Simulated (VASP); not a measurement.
Set up this calculation in VASP 6.6.1, as the native input.

* Task: single point
* Functional: PBE
* Potentials or basis: VASP PAW PBE potentials, release 64 (Si, C)
* Cutoff: 600 eV
* k mesh: 6 × 6 × 6
* Occupations: gaussian, width 0.1 eV
* Spin: no spin polarisation
* Dipole correction: no
* Further INCAR settings: ALGO = Normal; EDIFF = 1e-06; NBANDS = 13

The structure of Si2C lies in POSCAR:

```
Si2C
1.0
    4.0020265474      0.0000000000      0.0000000000
   -2.0010132737      3.4658566567      0.0000000000
    0.0000000000      0.0000000000      2.7394168712
Si C
2 1
Direct
    0.3333333333      0.6666666667      0.5000000000
    0.6666666667      0.3333333333      0.5000000000
    0.0000000000      0.0000000000      0.0000000000
```

The input as run:

INCAR

```
  ALGO = Normal
  EDIFF = 1E-6
  ENCUT = 600
  GGA = PE
  GGA_COMPAT = False
  ISIF = 2
  ISMEAR = 0
  LASPH = True
  LCHARG = True
  LELF = True
  LREAL = False
  LVHAR = True
  LWAVE = False
  NBANDS = 13
  NELM = 120
  PREC = Accurate
  SIGMA = 0.1
```

KPOINTS

```
k-points
0
Gamma
  6 6 6
```

Potentials or basis: VASP PAW PBE potentials, release 64 (Si, C).

Command:

```sh
$ cat potpaw_PBE.64/Si/POTCAR potpaw_PBE.64/C/POTCAR > POTCAR
$ mpirun -np 1 vasp_std > vasp.out
```

Results of the run:

| Quantity | Value |
| --- | --- |
| Pressure | -0.2 GPa |
| Band gap on the k mesh | zero (band 6 reaches 10.66 eV, above the bottom of band 7 at 6.37 eV) |

Caveat: the k points lie up to 0.38 Å⁻¹ apart.

It took 5.2 s on 1 thread of Intel(R) Xeon(R) 6975P-C (Granite Rapids), with other jobs on the host, peak memory 0.16 GiB.
